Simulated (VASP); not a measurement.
# Pt2 in VASP: single point with PBE

Aim: the single point of Pt2 with PBE.

All numbers are computed with VASP 6.6.1; they aren't measurements. Logs are shortened: lines on timing, memory, paths and dates and some standing lists are left out, and cuts for length are marked.

### 1 The cell of the first run

The cell holds a cluster in a box, 2 atoms: a = 8.000 Å, b = 8.000 Å, c = 4.800 Å, α = 90.00°, β = 90.00°, γ = 90.00°.

### 2 Single point, PBE

INCAR

```
PREC     = Accurate       # precision mode
ENCUT    = 400            # plane-wave cutoff, eV
EDIFF    = 1E-6           # SCF threshold, eV
ISMEAR   = 0              # smearing method
SIGMA    = 0.03           # smearing width, eV
LREAL    = F              # projectors in reciprocal space
LASPH    = T              # aspherical terms in the spheres
NELM     = 120            # most SCF steps
ALGO     = Normal         # electronic algorithm
ISIF     = 2              # what is computed and relaxed
LWAVE    = F              # write WAVECAR
LCHARG   = T              # write CHGCAR
GGA      = PE             # functional
LELF     = T              # ELF
LVHAR    = T            
NBANDS   = 17             # bands
GGA_COMPAT= F
```

KPOINTS

```
regular mesh
0
Gamma
  1 1 8
```

POSCAR

```
Pt
1.0
    8.0000000000      0.0000000000      0.0000000000
    0.0000000000      8.0000000000      0.0000000000
    0.0000000000      0.0000000000      4.8000000000
Pt
2
Direct
    0.5000000000      0.5000000000      0.0000000000
    0.5200000000      0.5000000000      0.5000000000
```

Potentials or basis: VASP PAW PBE potentials, release 64 (Pt).

Run with:

```
> cat potpaw_PBE.64/Pt/POTCAR > POTCAR
> mpirun -np 1 vasp_std > vasp.out
```

OUTCAR:

```text
PREC = Accurate
   ENCUT = 400
   EDIFF = 1E-6
   ISMEAR = 0
   LREAL = F
   LASPH = T
   NELM = 120
   ISIF = 2
   GGA = PE

 ion  position               nearest neighbor table
   1  0.500  0.500  0.000-   2 2.41   2 2.41
   2  0.520  0.500  0.500-   1 2.41   1 2.41

  LATTYP: Found a simple tetragonal cell.
 ALAT       =     8.0000000000
 C/A-ratio  =     0.6000000000

  Lattice vectors:

 A1 = (   8.0000000000,   0.0000000000,   0.0000000000)
 A2 = (   0.0000000000,   8.0000000000,   0.0000000000)
 A3 = (   0.0000000000,   0.0000000000,   4.8000000000)

Analysis of symmetry for initial positions (statically):
=====================================================================
 Subroutine PRICEL returns:
 Original cell was already a primitive cell.

 Routine SETGRP: Setting up the symmetry group for a
 simple tetragonal supercell.

 Subroutine GETGRP returns: Found  8 space group operations
 (whereof  4 operations were pure point group operations)
 out of a pool of 16 trial point group operations.

The static configuration has the point symmetry C_2v.
 The point group associated with its full space group is D_2h.

Analysis of symmetry for dynamics (positions and initial velocities):
=====================================================================
 Subroutine PRICEL returns:
 Original cell was already a primitive cell.

 Routine SETGRP: Setting up the symmetry group for a
 simple tetragonal supercell.

 Subroutine GETGRP returns: Found  8 space group operations
 (whereof  4 operations were pure point group operations)
 out of a pool of 16 trial point group operations.

The dynamic configuration has the point symmetry C_2v.
 The point group associated with its full space group is D_2h.

 Subroutine INISYM returns: Found  8 space group operations
 (whereof  4 operations are pure point group operations),
 and found     1 'primitive' translations

----------------------------------------------------------------------------------------

                                     Primitive cell

  volume of cell :     307.2000

  direct lattice vectors                    reciprocal lattice vectors
     8.000000000  0.000000000  0.000000000     0.125000000  0.000000000  0.000000000
     0.000000000  8.000000000  0.000000000     0.000000000  0.125000000  0.000000000
     0.000000000  0.000000000  4.800000000     0.000000000  0.000000000  0.208333333

[... 61 lines left out ...]
   ENCUT  =  400.0 eV  29.40 Ry    5.42 a.u.  13.05 13.05  7.83*2*pi/ulx,y,z
   NELM   =    120;   NELMIN=  2; NELMDL= -5     # of ELM steps
   EDIFF  = 0.1E-05   stopping-criterion for ELM
   LREAL  =      F    real-space projection
   EDIFFG = 0.1E-04   stopping-criterion for IOM
   NSW    =      0    number of steps for IOM
   IBRION =     -1    ionic relax: 0-MD 1-quasi-New 2-CG
   NFREE  =      0    steps in history (QN), initial steepest desc. (CG)
   ISIF   =      2    stress and relaxation
   ISYM   =      2    0-nonsym 1-usesym 2-fastsym
   POTIM  = 0.5000    time-step for ionic-motion
   TEBEG  =    0.0;   TEEND  =   0.0 temperature during run
   PSTRESS=    0.0 pullay stress
   NELECT =      20.0000    total number of electrons
   NUPDOWN=      -1.0000    fix difference up-down
   EMIN   =  10.00;   EMAX   =-10.00  energy-range for DOS
   EFERMI =   0.00;   METHOD = LEGACY
   ISMEAR =     0;   SIGMA  =   0.03  broadening in eV -4-tet -1-fermi 0-gaus
   EFERMI_NEDOS =   21; number of points for ismear=-14 and -15
   IALGO  =     38    algorithm
   IMIX   =      4    mixing-type and parameters
     AMIX     =   0.40;   BMIX     =  1.00
     AMIX_MAG =   1.60;   BMIX_MAG =  1.00
  volume/ion in A,a.u.               =     153.60      1036.54
  Fermi-wavevector in a.u.,A,eV,Ry     =   0.658584  1.244543  5.901292  0.433733
  Thomas-Fermi vector in A             =   1.730452
   LORBIT       =      0    0 simple, 1 ext, 2 COOP (PROOUT), +10 PAW based schemes
   GGA     = PE    functional components
   LHFCALC =     F    Hartree Fock is set to
   AEXX    =    0.0000 exact exchange contribution
   IVDW    =     0    specifies the selected vdW correction
   LEPSILON=     F    determine dielectric tensor
   LRPA    =     F    only Hartree local field effects (RPA)
 non-spin polarized calculation
 Gauss-broadening in eV      SIGMA  =   0.03
  energy-cutoff  :      400.00
  volume of cell :      307.20
 maximum number of plane-waves:      5592
 NGX is ok and might be reduce to    54
   NGX = 27   NGY = 27   NGZ = 15

 number of electron      20.0000011 magnetization

 Free energy of the ion-electron system (eV)
  ---------------------------------------------------
  ext. energy  EPLUGINS =         0.00000000
  ---------------------------------------------------
  free energy    TOTEN  =        -6.93185179 eV

  energy without entropy =       -6.93127636  energy(sigma->0) =       -6.93156408

 E-fermi :  -4.4402     XC(G=0):  -3.0263

 val. band max:       -4.4894072296   @ k =   0.0000   0.0000   0.1250
 cond. band min:      -4.3910307390   @ k =   0.0000   0.0000   0.2500
 fundamental gap:      0.0983764906
 Fermi energy:        -4.4402189843

 k-point     1 :       0.0000    0.0000    0.0000
  band No.  band energies     occupation
      1     -10.8514      2.00000
      2      -8.1783      2.00000
      3      -8.1717      2.00000
      4      -6.0455      2.00000
      5      -5.8202      2.00000
      6      -5.8187      2.00000
[... 77 lines left out ...]
      4      -6.5001      2.00000
      5      -6.1775      2.00000
      6      -6.1775      2.00000
[... 9 lines left out ...]
     16       1.7549      0.00000
     17       2.6784      0.00000

------------------------ aborting loop because EDIFF is reached ----------------------------------------

  FORCE on cell =-STRESS in cart. coord.  units (eV):
  Direction    XX          YY          ZZ          XY          YZ          ZX
  --------------------------------------------------------------------------------------
  -------------------------------------------------------------------------------------
  Total       -0.0058434     -0.1153132     -4.0252419      0.0000000      0.0000000      0.0000000
  in kB       -0.0304757     -0.6014070    -20.9933309      0.0000000      0.0000000      0.0000000
  external PRESSURE =      -7.2084046 kB  Pullay stress =       0.0000000 kB

 VOLUME and BASIS-vectors are now :
 -----------------------------------------------------------------------------
  energy-cutoff  :      400.00
  volume of cell :      307.20
      direct lattice vectors                 reciprocal lattice vectors
     8.000000000  0.000000000  0.000000000     0.125000000  0.000000000  0.000000000
     0.000000000  8.000000000  0.000000000     0.000000000  0.125000000  0.000000000
     0.000000000  0.000000000  4.800000000     0.000000000  0.000000000  0.208333333

 POSITION                                       TOTAL-FORCE (eV/Angst)
 -----------------------------------------------------------------------------------
      4.00000      4.00000      0.00000        -0.702303      0.000000      0.000000
      4.16000      4.00000      2.40000         0.702303      0.000000      0.000000
 -----------------------------------------------------------------------------------
    total drift:                                0.000015      0.000000     -0.000000

  FREE ENERGIE OF THE ION-ELECTRON SYSTEM (eV)
  ---------------------------------------------------
  free  energy   TOTEN  =        -6.9318517948 eV

  energy  without entropy=       -6.9312763603  energy(sigma->0) =       -6.93156408
```

Run time: 20 s. Hardware: 1 thread of AMD EPYC 9R14, shared host; peak memory 0.24 GiB.

What came out:

```yaml
Free_energy: -6.9319 eV
Largest_force: 0.702 eV/Å
Gap_between_the_frontier_levels: zero (band 10 reaches -3.84 eV, above the bottom of band 11 at -4.99 eV)
```

Forces on the atoms (eV/Å):
```
Pt  -0.702  0.000  0.000
Pt   0.702  0.000  0.000
```

Caveat: spin-orbit coupling is left out, which moves the levels of the heavy elements.
